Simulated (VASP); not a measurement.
A run of VASP 6.6.1:

Contents of INCAR:

```
PREC = Accurate
ENCUT = 520
EDIFF = 1E-6
ISMEAR = 0
SIGMA = 0.01
LREAL = False
LASPH = True
NELM = 80
ALGO = Normal
ISIF = 2
LWAVE = False
LCHARG = False
GGA = PE
NBANDS = 11
```

KPOINTS

```
Automatic mesh
0
Gamma
  8 8 8
```

Contents of POSCAR:

```
NaH
1.0
    0.0000000000      2.3667195551      2.3667195551
    2.3667195551      0.0000000000      2.3667195551
    2.3667195551      2.3667195551      0.0000000000
Na H
1 1
Direct
    0.0000000000      0.0000000000      0.0000000000
    0.5000000000      0.5000000000      0.5000000000
```

Potentials or basis: VASP PAW PBE potentials, release 64 (Na_pv, H).

Run with:

```bash
$ cat potpaw_PBE.64/Na_pv/POTCAR potpaw_PBE.64/H/POTCAR > POTCAR
$ mpirun -np 1 vasp_std > vasp.out
```

Hardware: 1 thread of Intel(R) Xeon(R) 6975P-C (Granite Rapids), on a shared host.

Q: How long does it take, and how much memory?

A: Wall time 4.3 s on 1 thread of Intel(R) Xeon(R) 6975P-C (Granite Rapids) (shared host), peak memory 0.14 GiB. Counts: scf iterations 12, k points 29.
